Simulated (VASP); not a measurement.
# C in VASP: a series of runs

C is run at these levels: PBEsol+D3(BJ); tasks: single point.

Everything below comes from runs of VASP 6.6.1. Logs are shortened: lines on timing, memory, paths and dates and some standing lists are left out, and cuts for length are marked.

## Step 1: The cell of the first run

Symmetry: Pmma, No. 51, orthorhombic system. The conventional cell has a = 2.458 Å, b = 3.529 Å, c = 4.257 Å, α = 90.00°, β = 90.00°, γ = 90.00°. C (site symmetry mm2) has 3 C at 1.39 to 1.42 Å within 1.9 Å. C (site symmetry mm2) has 3 C at 1.39 to 1.45 Å within 1.9 Å.

## Step 2: Single point, PBEsol+D3(BJ) (atoms displaced along a vibrational mode)

INCAR

```
SYSTEM = C
PREC = Accurate
ENCUT = 600
EDIFF = 1E-6
ISMEAR = 0
SIGMA = 0.15
LREAL = .False.
LASPH = .True.
NELM = 120
ALGO = Normal
ISIF = 2
LWAVE = .False.
LCHARG = .False.
GGA = PS
IVDW = 12
NBANDS = 16
GGA_COMPAT = .False.
```

KPOINTS

```
Automatic mesh
0
Gamma
  18 12 10
  0 0 0
```

POSCAR

```
C
1.0
   -2.4576582504      0.0000000000      0.0000000000
    0.0000000000      0.0000000000     -3.5294825081
    0.0000000000     -4.2567889574      0.0000000000
C
4
Direct
    0.5000000000      0.0000000000      0.1666666667
    0.0000000000      0.0000000000      0.6596191010
    0.0000000000      0.0000000000      0.3333333333
    0.5000000000      0.0000000000      0.8403808990
```

Potentials or basis: VASP PAW PBE potentials, release 64 (C).

Started as:

```
> cat potpaw_PBE.64/C/POTCAR > POTCAR
> mpirun -np 1 vasp_std > vasp.out
```

OUTCAR:

```text
SYSTEM = C
   PREC = Accurate
   ENCUT = 600
   EDIFF = 1E-6
   ISMEAR = 0
   LREAL = .False.
   LASPH = .True.
   NELM = 120
   ISIF = 2
   GGA = PS
   IVDW = 12
 IVDW          = 12

 ion  position               nearest neighbor table
   1  0.500  0.000  0.167-   4 1.39   3 1.42   3 1.42
   2  0.000  0.000  0.660-   3 1.39   4 1.45   4 1.45
   3  0.000  0.000  0.333-   2 1.39   1 1.42   1 1.42
   4  0.500  0.000  0.840-   1 1.39   2 1.45   2 1.45

  LATTYP: Found a simple orthorhombic cell.
 ALAT       =     2.4576582504
 B/A-ratio  =     1.4361160701
 C/A-ratio  =     1.7320508076

  Lattice vectors:

 A1 = (  -2.4576582504,   0.0000000000,   0.0000000000)
 A2 = (   0.0000000000,   0.0000000000,  -3.5294825081)
 A3 = (   0.0000000000,  -4.2567889574,   0.0000000000)

Analysis of symmetry for initial positions (statically):
=====================================================================
 Subroutine PRICEL returns:
 Original cell was already a primitive cell.

 Routine SETGRP: Setting up the symmetry group for a
 simple orthorhombic supercell.

 Subroutine GETGRP returns: Found  8 space group operations
 (whereof  4 operations were pure point group operations)
 out of a pool of  8 trial point group operations.

The static configuration has the point symmetry C_2v.
 The point group associated with its full space group is D_2h.

Analysis of symmetry for dynamics (positions and initial velocities):
=====================================================================
 Subroutine PRICEL returns:
 Original cell was already a primitive cell.

 Routine SETGRP: Setting up the symmetry group for a
 simple orthorhombic supercell.

 Subroutine GETGRP returns: Found  8 space group operations
 (whereof  4 operations were pure point group operations)
 out of a pool of  8 trial point group operations.

The dynamic configuration has the point symmetry C_2v.
 The point group associated with its full space group is D_2h.

 Subroutine INISYM returns: Found  8 space group operations
 (whereof  4 operations are pure point group operations),
 and found     1 'primitive' translations

----------------------------------------------------------------------------------------

                                     Primitive cell

  volume of cell :      36.9245

  direct lattice vectors                    reciprocal lattice vectors
[... 93 lines left out ...]
   EDIFFG = 0.1E-04   stopping-criterion for IOM
   NSW    =      0    number of steps for IOM
   IBRION =     -1    ionic relax: 0-MD 1-quasi-New 2-CG
   NFREE  =      0    steps in history (QN), initial steepest desc. (CG)
   ISIF   =      2    stress and relaxation
   ISYM   =      2    0-nonsym 1-usesym 2-fastsym
   POTIM  = 0.5000    time-step for ionic-motion
   TEBEG  =    0.0;   TEEND  =   0.0 temperature during run
   PSTRESS=    0.0 pullay stress
   NELECT =      16.0000    total number of electrons
   NUPDOWN=      -1.0000    fix difference up-down
   EMIN   =  10.00;   EMAX   =-10.00  energy-range for DOS
   EFERMI =   0.00;   METHOD = LEGACY
   ISMEAR =     0;   SIGMA  =   0.15  broadening in eV -4-tet -1-fermi 0-gaus
   EFERMI_NEDOS =   21; number of points for ismear=-14 and -15
   IALGO  =     38    algorithm
   IMIX   =      4    mixing-type and parameters
     AMIX     =   0.40;   BMIX     =  1.00
     AMIX_MAG =   1.60;   BMIX_MAG =  1.00
  volume/ion in A,a.u.               =       9.23        62.29
  Fermi-wavevector in a.u.,A,eV,Ry     =   1.238825  2.341040 20.880688  1.534687
  Thomas-Fermi vector in A             =   2.373334
   LORBIT       =      0    0 simple, 1 ext, 2 COOP (PROOUT), +10 PAW based schemes
   GGA     = PS    functional components
   LHFCALC =     F    Hartree Fock is set to
   AEXX    =    0.0000 exact exchange contribution
   IVDW    =    12    specifies the selected vdW correction
   LEPSILON=     F    determine dielectric tensor
   LRPA    =     F    only Hartree local field effects (RPA)
 non-spin polarized calculation
 Gauss-broadening in eV      SIGMA  =   0.15
  energy-cutoff  :      600.00
  volume of cell :       36.92
 maximum number of plane-waves:      1256
 NGX is ok and might be reduce to    20
   NGX =  9   NGY = 15   NGZ = 17

 number of electron      16.0000001 magnetization

 Free energy of the ion-electron system (eV)
  ---------------------------------------------------
  ext. energy  EPLUGINS =         0.00000000
  ---------------------------------------------------
  free energy    TOTEN  =       -38.47244726 eV

  energy without entropy =      -38.47158381  energy(sigma->0) =      -38.47201554

 E-fermi :   4.2283     XC(G=0): -10.1930

 val. band max:        4.2018490406   @ k =   0.2778   0.0833   0.0000
 cond. band min:       4.2490448892   @ k =   0.2778   0.4167   0.0000
 fundamental gap:      0.0471958486
 Fermi energy:         4.2282559051

 k-point     1 :       0.0000    0.0000    0.0000
  band No.  band energies     occupation
      1     -15.4226      2.00000
      2      -9.9381      2.00000
      3      -9.3652      2.00000
      4      -2.6676      2.00000
      5      -2.0349      2.00000
      6       0.8072      2.00000
[... 433 lines left out ...]
      3      -8.9354      2.00000
      4      -3.8867      2.00000
      5      -2.5340      2.00000
      6      -0.1755      2.00000
[... 8 lines left out ...]
     15      15.6957      0.00000
     16      16.4447      0.00000

 [... further k-points ...]

------------------------ aborting loop because EDIFF is reached ----------------------------------------

 Edisp (eV)   -0.41815

 E8    (eV) :    -0.2031

  FORCE on cell =-STRESS in cart. coord.  units (eV):
  Direction    XX          YY          ZZ          XY          YZ          ZX
  --------------------------------------------------------------------------------------
  -------------------------------------------------------------------------------------
  Total      -0.40204     1.08828    -0.08863     0.00000     0.00000     0.00000
  in kB     -17.44485    47.22099    -3.84570     0.00000     0.00000     0.00000
  external pressure =        8.64 kB  Pullay stress =        0.00 kB

 VOLUME and BASIS-vectors are now :
 -----------------------------------------------------------------------------
  energy-cutoff  :      600.00
  volume of cell :       36.92
      direct lattice vectors                 reciprocal lattice vectors
    -2.457658250  0.000000000  0.000000000    -0.406891397  0.000000000  0.000000000
     0.000000000  0.000000000 -3.529482508     0.000000000  0.000000000 -0.283327654
     0.000000000 -4.256788957  0.000000000     0.000000000 -0.234918858  0.000000000

 POSITION                                       TOTAL-FORCE (eV/Angst)
 -----------------------------------------------------------------------------------
     -1.22883     -0.70946      0.00000         0.000000     -0.539216      0.000000
      0.00000     -2.80786      0.00000         0.000000     -2.884411      0.000000
      0.00000     -1.41893      0.00000         0.000000      0.539216      0.000000
     -1.22883     -3.57732      0.00000         0.000000      2.884411      0.000000
 -----------------------------------------------------------------------------------
    total drift:                               -0.000000     -0.000000      0.000000

  FREE ENERGIE OF THE ION-ELECTRON SYSTEM (eV)
  ---------------------------------------------------
  free  energy   TOTEN  =       -38.8905945833 eV

  energy  without entropy=      -38.8897311340  energy(sigma->0) =      -38.89016286
```

OSZICAR:

```text
N       E                     dE             d eps       ncg     rms          rms(c)
DAV:   1     0.378222515095E+02    0.37822E+02   -0.84961E+03 13440   0.103E+03
DAV:   2    -0.379386948348E+02   -0.75761E+02   -0.69135E+02 18776   0.200E+02
DAV:   3    -0.409041536779E+02   -0.29655E+01   -0.29500E+01 17776   0.371E+01
DAV:   4    -0.409289715766E+02   -0.24818E-01   -0.24811E-01 16840   0.404E+00
DAV:   5    -0.409293633292E+02   -0.39175E-03   -0.39174E-03 17392   0.485E-01    0.909E+00
DAV:   6    -0.390623996056E+02    0.18670E+01   -0.13014E+00 15848   0.710E+00    0.525E+00
DAV:   7    -0.384646894086E+02    0.59771E+00   -0.14969E+00 16936   0.770E+00    0.139E+00
DAV:   8    -0.384715153974E+02   -0.68260E-02   -0.54512E-02 16416   0.138E+00    0.232E-01
DAV:   9    -0.384721576003E+02   -0.64220E-03   -0.10440E-03 17112   0.235E-01    0.711E-02
DAV:  10    -0.384724163088E+02   -0.25871E-03   -0.17075E-04 14840   0.827E-02    0.147E-02
DAV:  11    -0.384724462228E+02   -0.29914E-04   -0.20753E-05 15832   0.301E-02    0.445E-03
DAV:  12    -0.384724472488E+02   -0.10259E-05   -0.36070E-06 16600   0.117E-02    0.226E-03
DAV:  13    -0.384724472604E+02   -0.11617E-07   -0.43211E-07 13632   0.457E-03
   1 F= -.38890595E+02 E0= -.38890163E+02  d E =-.863449E-03
```

stdout:

```text
POSCAR found type information on POSCAR C
 POSCAR found :  1 types and       4 ions
 scaLAPACK will be used
 -----------------------------------------------------------------------------
|                                                                             |
|                                                                             |
|     You enforced a specific xc type in the INCAR file but a different       |
|     I HOPE YOU KNOW WHAT YOU ARE DOING!                                     |
|                                                                             |
 -----------------------------------------------------------------------------

 LDA part: xc-table for (Slater+PW92), standard interpolation
 POSCAR, INCAR and KPOINTS ok, starting setup
 FFT: planning ... GRIDC
 FFT: planning ... GRID_SOFT
 FFT: planning ... GRID
 WAVECAR not read
 entering main loop
```

Run time: 6.6 min. Hardware: 1 thread of Intel Xeon 8259CL, shared host; peak memory 0.33 GiB.

Results:

```yaml
Free_energy: -38.8906 eV
Pressure: 0.9 GPa
Largest_force: 2.884 eV/Å
Band_gap_on_the_k_mesh: zero (bands 8 and 9 overlap by 0.60 eV)
Dispersion_energy_per_atom: -0.105 eV
```

Forces on the atoms (eV/Å):
```
C    0.000 -0.539  0.000
C    0.000 -2.884  0.000
C    0.000  0.539  0.000
C    0.000  2.884  0.000
```

Stress tensor (GPa, compression positive):
```
-1.74  0.00  0.00
 0.00  4.72  0.00
 0.00  0.00 -0.38
```

Levels at points of the mesh, in eV from the Fermi level:
| k point | band 4 | band 5 | band 6 | band 7 | band 8 | band 9 | band 10 | band 11 | band 12 | band 13 |
| --- | --- | --- | --- | --- | --- | --- | --- | --- | --- | --- |
| (0.00, 0.00, 0.00) | -6.90 | -6.26 | -3.42 | -2.49 | -1.57 | 2.03 | 3.67 | 7.38 | 7.75 | 8.96 |
| (0.50, 0.00, 0.00) | -10.31 | -9.25 | -9.25 | -2.22 | -2.22 | 3.51 | 3.51 | 9.12 | 9.12 | 11.31 |
| (0.00, 0.50, 0.00) | -8.45 | -6.23 | -3.40 | -2.69 | -2.47 | 0.67 | 7.66 | 7.81 | 9.04 | 9.20 |
| (0.50, 0.50, 0.00) | -10.21 | -9.18 | -9.18 | -3.43 | -3.43 | 2.60 | 2.60 | 10.05 | 10.05 | 11.91 |
| (0.00, 0.00, 0.50) | -7.48 | -5.32 | -5.13 | -5.03 | -4.40 | 5.48 | 5.55 | 7.40 | 7.77 | 8.06 |
| (0.50, 0.00, 0.50) | -13.19 | -6.50 | -6.50 | -1.93 | -1.93 | 2.60 | 2.60 | 7.23 | 7.23 | 10.80 |
| (0.00, 0.50, 0.50) | -7.42 | -6.76 | -6.51 | -5.10 | -4.37 | 6.68 | 7.05 | 8.22 | 8.58 | 10.62 |
| (0.50, 0.50, 0.50) | -13.07 | -6.47 | -6.47 | -3.00 | -3.00 | 1.15 | 1.15 | 7.50 | 7.50 | 12.98 |

Caveat: the cell differs from its parent crystal (atoms displaced along a vibrational mode); the PAW data sets were made with another functional, which shifts forces and pressure a little.

## Step 3: Single point, PBEsol+D3(BJ) (atoms displaced along a vibrational mode)

INCAR

```
ALGO = Normal ; EDIFF = 1E-6
ENCUT = 600 ; GGA = PS
GGA_COMPAT = False ; ISIF = 2
ISMEAR = 0 ; IVDW = 12
LASPH = True ; LCHARG = False
LREAL = False ; LWAVE = False
NBANDS = 16 ; NELM = 120
PREC = Accurate ; SIGMA = 0.15
```

KPOINTS

```
k-points
0
Gamma
  18 12 10
```

POSCAR

```
C
1.0
   -2.4576582504      0.0000000000      0.0000000000
    0.0000000000      0.0000000000     -3.5294825081
    0.0000000000     -4.2567889574      0.0000000000
C
4
Direct
    0.5000000000      0.0000000000      0.1737142324
    0.0000000000      0.0000000000      0.6666666667
    0.0000000000      0.0000000000      0.3262857676
    0.5000000000      0.0000000000      0.8333333333
```

Potentials or basis: VASP PAW PBE potentials, release 64 (C).

Started as:

```
> cat potpaw_PBE.64/C/POTCAR > POTCAR
> mpirun -np 1 vasp_std > vasp.out
```

Wall time 6.2 min (1 thread of Intel Xeon 8259CL, shared host); peak memory 0.33 GiB.

Results (log left out):

| Quantity | Value |
| --- | --- |
| Free energy | -38.8922 eV |
| Pressure | 0.8 GPa |
| Largest force | 2.819 eV/Å |
| Band gap on the k mesh | zero (bands 8 and 9 overlap by 0.62 eV) |
| Dispersion energy per atom | -0.105 eV |

Forces on the atoms (eV/Å):
```
C    0.000  2.819  0.000
C    0.000  0.405  0.000
C    0.000 -2.819  0.000
C    0.000 -0.405  0.000
```

Stress tensor (GPa, compression positive):
```
 5.03  0.00  0.00
 0.00 -2.21  0.00
 0.00  0.00 -0.36
```

Levels at points of the mesh, in eV from the Fermi level:
```csv
k point,band 4,band 5,band 6,band 7,band 8,band 9,band 10,band 11,band 12,band 13
"(0.00, 0.00, 0.00)",-6.90,-6.68,-3.40,-2.52,-2.03,2.78,3.66,7.16,7.82,8.91
"(0.50, 0.00, 0.00)",-10.72,-8.81,-8.81,-2.05,-2.05,3.13,3.13,9.12,9.12,11.88
"(0.00, 0.50, 0.00)",-8.45,-6.65,-3.38,-3.10,-2.50,1.29,7.40,7.92,8.98,9.19
"(0.50, 0.50, 0.00)",-10.62,-8.73,-8.73,-3.29,-3.29,2.24,2.24,10.32,10.32,12.65
"(0.00, 0.00, 0.50)",-7.04,-5.69,-5.37,-5.09,-4.95,5.47,5.53,7.65,7.71,8.03
"(0.50, 0.00, 0.50)",-13.43,-6.31,-6.31,-1.71,-1.71,2.22,2.22,7.30,7.30,10.83
"(0.00, 0.50, 0.50)",-6.96,-6.80,-6.56,-5.66,-4.92,6.85,7.26,7.83,8.18,10.63
"(0.50, 0.50, 0.50)",-13.31,-6.27,-6.27,-2.81,-2.81,0.82,0.82,7.58,7.58,13.04
```

Caveat: the cell differs from its parent crystal (atoms displaced along a vibrational mode); the PAW data sets were made with another functional, which shifts forces and pressure a little.

[end of part 1 of 2]
